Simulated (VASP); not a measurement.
# B (R-3m) in VASP: settings compared, part 2 of 2

VASP 6.6.1.

## Step 3: Single point, PBE

This run uses another cell than the first one, of 7.24 Å³/atom, 1.013 times its volume.

The input, INCAR:

```
PREC = Accurate
ENCUT = 520
EDIFF = 1E-7
ISMEAR = -1
SIGMA = 0.01
LREAL = False
LASPH = True
NELM = 60
ALGO = Normal
ISIF = 2
LWAVE = False
LCHARG = False
GGA = PE
NBANDS = 30
```

The input, KPOINTS:

```
regular mesh
0
Gamma
  7 7 7
```

The input, POSCAR:

```
B
1.0
    2.4492492791      1.4140747306      4.1816907384
   -2.4492492791      1.4140747306      4.1816907384
    0.0000000000     -2.8281494612      4.1816907384
B
12
Direct
    0.0102816520      0.6540688529      0.0102816520
    0.0102816520      0.0102816520      0.6540688529
    0.6540688529      0.0102816520      0.0102816520
    0.9897183480      0.3459311471      0.9897183480
    0.3459311471      0.9897183480      0.9897183480
    0.9897183480      0.9897183480      0.3459311471
    0.2210351401      0.6306102233      0.2210351401
    0.2210351401      0.2210351401      0.6306102233
    0.6306102233      0.2210351401      0.2210351401
    0.7789648599      0.3693897767      0.7789648599
    0.3693897767      0.7789648599      0.7789648599
    0.7789648599      0.7789648599      0.3693897767
```

Potentials or basis: VASP PAW PBE potentials, release 64 (B).

Command:

```bash
> cat potpaw_PBE.64/B/POTCAR > POTCAR
> mpirun -np 1 vasp_std > vasp.out
```

OUTCAR:

```text
PREC = Accurate
   ENCUT = 520
   EDIFF = 1E-7
   ISMEAR = -1
   LREAL = False
   LASPH = True
   NELM = 60
   ISIF = 2
   GGA = PE

 ion  position               nearest neighbor table
   1  0.010  0.654  0.010-   4 1.67   2 1.74   3 1.74   7 1.79  11 1.80  12 1.80
   2  0.010  0.010  0.654-   6 1.67   3 1.74   1 1.74   8 1.79  10 1.80  11 1.80
   3  0.654  0.010  0.010-   5 1.67   2 1.74   1 1.74   9 1.79  10 1.80  12 1.80
   4  0.990  0.346  0.990-   1 1.67   6 1.74   5 1.74  10 1.79   9 1.80   8 1.80
   5  0.346  0.990  0.990-   3 1.67   6 1.74   4 1.74  11 1.79   7 1.80   8 1.80
   6  0.990  0.990  0.346-   2 1.67   4 1.74   5 1.74  12 1.79   9 1.80   7 1.80
   7  0.221  0.631  0.221-  11 1.78  12 1.78   1 1.79   5 1.80   6 1.80   8 2.01   9 2.01
   8  0.221  0.221  0.631-  10 1.78  11 1.78   2 1.79   4 1.80   5 1.80   7 2.01   9 2.01
   9  0.631  0.221  0.221-  10 1.78  12 1.78   3 1.79   4 1.80   6 1.80   8 2.01   7 2.01
  10  0.779  0.369  0.779-   9 1.78   8 1.78   4 1.79   3 1.80   2 1.80  12 2.01  11 2.01
  11  0.369  0.779  0.779-   7 1.78   8 1.78   5 1.79   1 1.80   2 1.80  12 2.01  10 2.01
  12  0.779  0.779  0.369-   7 1.78   9 1.78   6 1.79   3 1.80   1 1.80  10 2.01  11 2.01

  LATTYP: Found a trigonal (rhomboedric) cell.
 ALAT       =     5.0482637418
 COS(alpha) =     0.5292266161

  Lattice vectors:

 A1 = (   2.4492492791,   1.4140747306,   4.1816907384)
 A2 = (  -2.4492492791,   1.4140747306,   4.1816907384)
 A3 = (   0.0000000000,  -2.8281494612,   4.1816907384)

Analysis of symmetry for initial positions (statically):
=====================================================================
 Subroutine PRICEL returns:
 Original cell was already a primitive cell.

 Routine SETGRP: Setting up the symmetry group for a
 trigonal (rhombohedral) supercell.

 Subroutine GETGRP returns: Found 12 space group operations
 (whereof 12 operations were pure point group operations)
 out of a pool of 12 trial point group operations.

The static configuration has the point symmetry D_3d.

Analysis of symmetry for dynamics (positions and initial velocities):
=====================================================================
 Subroutine PRICEL returns:
 Original cell was already a primitive cell.

 Routine SETGRP: Setting up the symmetry group for a
 trigonal (rhombohedral) supercell.

 Subroutine GETGRP returns: Found 12 space group operations
 (whereof 12 operations were pure point group operations)
 out of a pool of 12 trial point group operations.

The dynamic configuration has the point symmetry D_3d.

 Subroutine INISYM returns: Found 12 space group operations
 (whereof 12 operations are pure point group operations),
 and found     1 'primitive' translations

----------------------------------------------------------------------------------------

                                     Primitive cell

  volume of cell :      86.8977

  direct lattice vectors                    reciprocal lattice vectors
     2.449249279  1.414074731  4.181690738     0.204144186  0.117862701  0.079712574
    -2.449249279  1.414074731  4.181690738    -0.204144186  0.117862701  0.079712574
     0.000000000 -2.828149461  4.181690738     0.000000000 -0.235725401  0.079712574

  length of vectors
     5.048263742  5.048263742  5.048263742     0.248838420  0.248838420  0.248838420

  position of ions in fractional coordinates (direct lattice)
     0.010281652  0.654068853  0.010281652
     0.010281652  0.010281652  0.654068853
     0.654068853  0.010281652  0.010281652
[... 85 lines left out ...]
   NGXF,Y,Z  is equivalent  to a cutoff of  26.35, 26.35, 26.35 a.u.
 SYSTEM =  unknown system
   PREC   = accura    normal or accurate (medium, high low for compatibility)
   ISTART =      0    job   : 0-new  1-cont  2-samecut
   ICHARG =      2    charge: 1-file 2-atom 10-const
   ISPIN  =      1    spin polarized calculation?
   LNONCOLLINEAR =      F non collinear calculations
   LSORBIT =      F    spin-orbit coupling
   LASPH  =      T    aspherical Exc in radial PAW
   ENCUT  =  520.0 eV  38.22 Ry    6.18 a.u.   9.39  9.39  9.39*2*pi/ulx,y,z
   NELM   =     60;   NELMIN=  2; NELMDL= -5     # of ELM steps
   EDIFF  = 0.1E-06   stopping-criterion for ELM
   LREAL  =      F    real-space projection
   EDIFFG = 0.1E-05   stopping-criterion for IOM
   NSW    =      0    number of steps for IOM
   IBRION =     -1    ionic relax: 0-MD 1-quasi-New 2-CG
   NFREE  =      0    steps in history (QN), initial steepest desc. (CG)
   ISIF   =      2    stress and relaxation
   ISYM   =      2    0-nonsym 1-usesym 2-fastsym
   POTIM  = 0.5000    time-step for ionic-motion
   TEBEG  =    0.0;   TEEND  =   0.0 temperature during run
   PSTRESS=    0.0 pullay stress
   NELECT =      36.0000    total number of electrons
   NUPDOWN=      -1.0000    fix difference up-down
   EMIN   =  10.00;   EMAX   =-10.00  energy-range for DOS
   EFERMI =   0.00;   METHOD = LEGACY
   ISMEAR =    -1;   SIGMA  =   0.01  broadening in eV -4-tet -1-fermi 0-gaus
   EFERMI_NEDOS =   21; number of points for ismear=-14 and -15
   IALGO  =     38    algorithm
   IMIX   =      4    mixing-type and parameters
     AMIX     =   0.40;   BMIX     =  1.00
     AMIX_MAG =   1.60;   BMIX_MAG =  1.00
  volume/ion in A,a.u.               =       7.24        48.87
  Fermi-wavevector in a.u.,A,eV,Ry     =   1.220411  2.306243 20.264563  1.489403
  Thomas-Fermi vector in A             =   2.355629
   LORBIT       =      0    0 simple, 1 ext, 2 COOP (PROOUT), +10 PAW based schemes
   GGA     = PE    functional components
   LHFCALC =     F    Hartree Fock is set to
   AEXX    =    0.0000 exact exchange contribution
   IVDW    =     0    specifies the selected vdW correction
   LEPSILON=     F    determine dielectric tensor
   LRPA    =     F    only Hartree local field effects (RPA)
 non-spin polarized calculation
  energy-cutoff  :      520.00
  volume of cell :       86.90
 maximum number of plane-waves:      2366
 NGX is ok and might be reduce to    40
   NGX = 19   NGY = 19   NGZ = 19

 number of electron      36.0000000 magnetization

 Free energy of the ion-electron system (eV)
  ---------------------------------------------------
  ext. energy  EPLUGINS =         0.00000000
  ---------------------------------------------------
  free energy    TOTEN  =       -80.45849628 eV

  energy without entropy =      -80.45849628  energy(sigma->0) =      -80.45849628

 E-fermi :   6.1217     XC(G=0): -11.5568

 val. band max:        5.8905109861   @ k =   0.4286   0.4286   0.4286
 cond. band min:       7.3559762967   @ k =  -0.2857   0.2857   0.2857
 fundamental gap:      1.4654653106
 Fermi energy:         6.1217054653

 k-point     1 :       0.0000    0.0000    0.0000
  band No.  band energies     occupation
      1     -10.2702      2.00000
      2      -4.5326      2.00000
      3      -4.2797      2.00000
      4      -4.2797      2.00000
      5      -3.2125      2.00000
      6      -2.5657      2.00000
[... 781 lines left out ...]
     29      15.1057      0.00000
     30      15.5252      0.00000

 [... further k-points ...]

------------------------ aborting loop because EDIFF is reached ----------------------------------------

  FORCE on cell =-STRESS in cart. coord.  units (eV):
  Direction    XX          YY          ZZ          XY          YZ          ZX
  --------------------------------------------------------------------------------------
  -------------------------------------------------------------------------------------
  Total        0.0609145      0.0609145      0.0621643      0.0000000     -0.0000000      0.0000000
  in kB        1.1231116      1.1231116      1.1461544      0.0000000     -0.0000000      0.0000000
  external PRESSURE =       1.1307925 kB  Pullay stress =       0.0000000 kB

 VOLUME and BASIS-vectors are now :
 -----------------------------------------------------------------------------
  energy-cutoff  :      520.00
  volume of cell :       86.90
      direct lattice vectors                 reciprocal lattice vectors
     2.449249279  1.414074731  4.181690738     0.204144186  0.117862701  0.079712574
    -2.449249279  1.414074731  4.181690738    -0.204144186  0.117862701  0.079712574
     0.000000000 -2.828149461  4.181690738     0.000000000 -0.235725401  0.079712574

 POSITION                                       TOTAL-FORCE (eV/Angst)
 -----------------------------------------------------------------------------------
     -1.57680      0.91036      2.82110         0.007493     -0.004326     -0.009187
      0.00000     -1.82073      2.82110         0.000000      0.008652     -0.009187
      1.57680      0.91036      2.82110        -0.007493     -0.004326     -0.009187
      1.57680     -0.91036      9.72397        -0.007493      0.004326      0.009187
     -1.57680     -0.91036      9.72397         0.007493      0.004326      0.009187
      0.00000      1.82073      9.72397         0.000000     -0.008652      0.009187
     -1.00315      0.57917      4.48562         0.010796     -0.006233      0.003643
      0.00000     -1.15834      4.48562         0.000000      0.012466      0.003643
      1.00315      0.57917      4.48562        -0.010796     -0.006233      0.003643
      1.00315     -0.57917      8.05945        -0.010796      0.006233     -0.003643
     -1.00315     -0.57917      8.05945         0.010796      0.006233     -0.003643
      0.00000      1.15834      8.05945         0.000000     -0.012466     -0.003643
 -----------------------------------------------------------------------------------
    total drift:                                0.000000      0.000000     -0.000000

  FREE ENERGIE OF THE ION-ELECTRON SYSTEM (eV)
  ---------------------------------------------------
  free  energy   TOTEN  =       -80.4584962792 eV

  energy  without entropy=      -80.4584962792  energy(sigma->0) =      -80.45849628
```

Wall time 2.2 min (1 thread of Intel Xeon Platinum 8488C (Sapphire Rapids), shared host); peak memory 0.25 GiB.

Results:

| Property | Result |
| --- | --- |
| Free energy | -80.4585 eV |
| Pressure | 0.1 GPa |
| Largest force | 0.013 eV/Å |
| Band gap on the k mesh | 1.47 eV, indirect (least direct gap 1.85 eV) |

Forces on the atoms (eV/Å):
```
B    0.007 -0.004 -0.009
B    0.000  0.009 -0.009
B   -0.007 -0.004 -0.009
B   -0.007  0.004  0.009
B    0.007  0.004  0.009
B    0.000 -0.009  0.009
B    0.011 -0.006  0.004
B    0.000  0.012  0.004
B   -0.011 -0.006  0.004
B   -0.011  0.006 -0.004
B    0.011  0.006 -0.004
B    0.000 -0.012 -0.004
```

A k mesh can miss the band edges. As with any semilocal functional, this PBE gap is likely too small.

## Step 4: Single point, r2SCAN

This run uses another cell than the first one, of 7.22 Å³/atom, 1.010 times its volume.

The input, POSCAR:

```
B
1.0
    2.4491574803      1.4140217306      4.1709298762
   -2.4491574803      1.4140217306      4.1709298762
    0.0000000000     -2.8280434611      4.1709298762
B
12
Direct
    0.0098624820      0.6544225306      0.0098624820
    0.0098624820      0.0098624820      0.6544225306
    0.6544225306      0.0098624820      0.0098624820
    0.9901375180      0.3455774694      0.9901375180
    0.3455774694      0.9901375180      0.9901375180
    0.9901375180      0.9901375180      0.3455774694
    0.2205086351      0.6317579810      0.2205086351
    0.2205086351      0.2205086351      0.6317579810
    0.6317579810      0.2205086351      0.2205086351
    0.7794913649      0.3682420190      0.7794913649
    0.3682420190      0.7794913649      0.7794913649
    0.7794913649      0.7794913649      0.3682420190
```

The input, INCAR.step1:

```
PREC = Accurate
ENCUT = 520
ISMEAR = -1
SIGMA = 0.01
LREAL = F
LASPH = T
NELM = 60
NBANDS = 30
GGA = PE
ALGO = Normal
EDIFF = 1E-4
LWAVE = T
LCHARG = F
```

The input, INCAR.step2:

```
PREC = Accurate
ENCUT = 520
EDIFF = 1E-7
ISMEAR = -1
SIGMA = 0.01
LREAL = F
LASPH = T
NELM = 60
ALGO = Normal
ISIF = 2
LWAVE = F
LCHARG = T
METAGGA = R2SCAN
LMIXTAU = T
LELF = T
LVHAR = T
NBANDS = 30
ISTART = 1
```

KPOINTS is that of step 3.

Command:

```bash
> cat potpaw_PBE.64/B/POTCAR > POTCAR
> cp INCAR.step1 INCAR
> mpirun -np 1 vasp_std > vasp.out
> cp INCAR.step2 INCAR
> mpirun -np 1 vasp_std > vasp.out
```

It took 5.8 min on 1 thread of Intel Xeon Platinum 8488C (Sapphire Rapids), shared host; peak memory 0.28 GiB.

The run converged. Its results:

| Property | Result |
| --- | --- |
| Free energy | -88.1277 eV |
| Pressure | 0.3 GPa |
| Largest force | 0.022 eV/Å |
| Band gap on the k mesh | 1.64 eV, indirect (least direct gap 2.05 eV) |

Forces on the atoms (eV/Å):
```
B    0.013 -0.008 -0.011
B    0.000  0.015 -0.011
B   -0.013 -0.008 -0.011
B   -0.013  0.008  0.011
B    0.013  0.008  0.011
B    0.000 -0.015  0.011
B    0.018 -0.010  0.006
B    0.000  0.021  0.006
B   -0.018 -0.010  0.006
B   -0.018  0.010 -0.006
B    0.018  0.010 -0.006
B    0.000 -0.021 -0.006
```

Stress tensor (GPa, compression positive):
```
0.31 0.00 0.00
0.00 0.31 0.00
0.00 0.00 0.23
```

Levels at points of the mesh, in eV from the valence-band top:
```
           k point  band 15  band 16  band 17  band 18  band 19  band 20  band 21  band 22
(0.00, 0.00, 0.00)    -1.37    -0.90    -0.90    -0.36     1.69     4.93     4.93     5.14
```

Caveat: the PAW data sets were made with another functional, which shifts forces and pressure a little.

## Step 5: The runs side by side

| level | cell | gap on the mesh (eV) | pressure (GPa) | largest force (eV/Å) |
| --- | --- | --- | --- | --- |
| PBEsol | a = 5.028 Å, angles 58.0°, 12 atoms | 1.35 | 0.4 | 0.03 |
| PBE | a = 5.048 Å, angles 58.0°, 12 atoms | 1.47 | 0.1 | 0.01 |
| r2SCAN | a = 5.039 Å, angles 58.2°, 12 atoms | 1.64 | 0.3 | 0.02 |

Alike in all rows: task single point; potentials or basis VASP PAW PBE potentials, release 64 (B); no spin polarisation; k mesh 7 × 7 × 7; cutoff (eV) 520; smearing fermi-dirac 0.01 eV.

Caveats: the PAW data sets were made with another functional, which shifts forces and pressure a little (some runs).

Absolute energies hang on the potentials; compare differences alone.
